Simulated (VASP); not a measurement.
Crystal: MnS.

```
Mn S
1.0
     0.00000    5.20900    5.20900
     2.60450    0.00000    2.60450
     2.60450    2.60450    0.00000
Mn S
2 2
Direct
  0.00000 0.00000 0.00000
  0.50000 0.00000 0.00000
  0.25000 0.50000 0.50000
  0.75000 0.50000 0.50000
```

Base run:

```yaml
Program: VASP 6.6.1
Functional: PBE
Potentials_or_basis: VASP PAW PBE potentials, release 64 (Mn_pv, S)
Cutoff: 520 eV
k_mesh: 4 × 8 × 8
Occupations: fermi-dirac, width 0.05 eV
Spin: no spin polarisation
```

Its results: band gap on the k mesh zero (bands 19 and 20 overlap by 0.44 eV); pressure -23.4 GPa.

Question: The run is repeated on the same cell with these changes: functional from PBE to r2SCAN. What comes out?

Answer: Band gap on the k mesh zero (bands 19 and 20 overlap by 0.39 eV); pressure -21.6 GPa.

Caveats: the cell stands under tension; the run has no spin polarisation, though such a crystal can be magnetic; semilocal functionals often make such compounds metallic where correlation or magnetic order opens a gap, which also shifts bond lengths; the PAW data sets were made with another functional, which shifts forces and pressure a little (at least some runs).
